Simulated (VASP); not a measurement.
A run of VASP 6.6.1 is set up as follows.

The input INCAR:

```
ALGO     = Normal         # electronic algorithm
EDIFF    = 1E-7           # SCF threshold, eV
ENCUT    = 520            # plane-wave cutoff, eV
GGA      = PS             # functional
ISIF     = 2              # what is computed and relaxed
ISMEAR   = 0              # smearing method
LASPH    = True           # aspherical terms in the spheres
LCHARG   = False          # write CHGCAR
LREAL    = False          # projectors in reciprocal space
LWAVE    = False          # write WAVECAR
NBANDS   = 21             # bands
NELM     = 80             # most SCF steps
PREC     = Accurate       # precision mode
SIGMA    = 0.1            # smearing width, eV
```

Contents of KPOINTS:

```
k-points
0
Gamma
  12 12 12
```

The input POSCAR:

```
Ge
1.0
    0.0000000000      2.8249366673      2.8249366673
    2.8249366673      0.0000000000      2.8249366673
    2.8249366673      2.8249366673      0.0000000000
Ge
2
Direct
    0.5000000000      0.5000000000      0.5000000000
    0.7500000000      0.7500000000      0.7500000000
```

Potentials or basis: VASP PAW PBE potentials, release 64 (Ge_d).

Run with:

```sh
$ cat potpaw_PBE.64/Ge_d/POTCAR > POTCAR
$ mpirun -np 1 vasp_std > vasp.out
```

(1) Estimate the pressure.

## Answers

(1) 0.8 GPa.

Caveat: the PAW data sets were made with another functional, which shifts forces and pressure a little.
